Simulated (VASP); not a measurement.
Wanted: the native input for a VASP 6.6.1 run.

| Item | Value |
| --- | --- |
| Task | single point |
| Functional | PBE |
| Potentials or basis | VASP PAW PBE potentials, release 64 (Y_sv) |
| Cutoff | 520 eV |
| k mesh | 10 × 10 × 12 |
| Occupations | gaussian, width 0.1 eV |
| Spin | no spin polarisation |
| Dipole correction | no |
| Further INCAR settings | ALGO = Fast; EDIFF = 1e-07; NBANDS = 30 |

The structure of Y lies in POSCAR:

```
Y
1.0
    2.8913804785     -6.2369601125      0.0000000000
    2.8913804785      6.2369601125      0.0000000000
    0.0000000000      0.0000000000      3.7017910936
Y
4
Direct
    0.1378848067      0.8621151933     -0.0000046369
    0.6378848067      0.3621151933      0.5000046369
    0.8621151933      0.1378848067      1.0000046369
    0.3621151933      0.6378848067      0.4999953631
```

The input as run:

INCAR

```
SYSTEM = Y
PREC = Accurate ; ENCUT = 520
EDIFF = 1E-7 ; ISMEAR = 0
SIGMA = 0.1 ; LREAL = .False.
LASPH = .True. ; NELM = 80
ALGO = Fast ; ISIF = 2
LWAVE = .False. ; LCHARG = .True.
GGA = PE ; LELF = .True.
LVHAR = .True. ; NBANDS = 30
```

KPOINTS

```
Automatic mesh
0
Gamma
  10 10 12
  0 0 0
```

Potentials or basis: VASP PAW PBE potentials, release 64 (Y_sv).

The run is started by

```bash
$ cat potpaw_PBE.64/Y_sv/POTCAR > POTCAR
$ mpirun -np 1 vasp_std > vasp.out
```

Results of the run:

```yaml
Pressure: -0.1 GPa
Largest_force: 0.004 eV/Å
Band_gap_on_the_k_mesh: zero (bands 22 and 23 overlap by 0.25 eV)
```

It took 18 min on 1 thread of Intel(R) Xeon(R) 6975P-C (Granite Rapids), with other jobs on the host, peak memory 0.79 GiB.
